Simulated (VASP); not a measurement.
Sn, 2 atoms in the cell. It takes space group I4_1/amd (No. 141, tetragonal). The conventional cell has a = 6.111 Å, b = 6.111 Å, c = 3.333 Å, α = 90.00°, β = 90.00°, γ = 90.00°. Within 4.2 Å of Sn (site symmetry -4m2) lie 10 Sn at 3.17 to 3.95 Å.  This cell differs from its parent crystal: strain +0.050 along x and y, +0.050 along z.

```yaml
Program: VASP 6.6.1
Task: single point
Functional: PBEsol
Potentials_or_basis: VASP PAW PBE potentials, release 64 (Sn_d)
Cutoff: 520 eV
k_mesh: 22 × 22 × 22
Occupations: gaussian, width 0.15 eV
Spin: no spin polarisation
Dipole_correction: no
Further_INCAR_settings: ALGO = Fast; EDIFF = 1e-06; NBANDS = 21
```

Potentials or basis: VASP PAW PBE potentials, release 64 (Sn_d).

Command:

```console
$ cat potpaw_PBE.64/Sn_d/POTCAR > POTCAR
$ mpirun -np 1 vasp_std > vasp.out
```

Hardware: 1 thread of Intel Xeon 8259CL, on a shared host.

Task: Estimate the wall time of this run.

Result: Run time: 27 min on 1 thread of Intel Xeon 8259CL, with other jobs on the host, peak memory 0.88 GiB. Counts: scf iterations 13, k points 834.
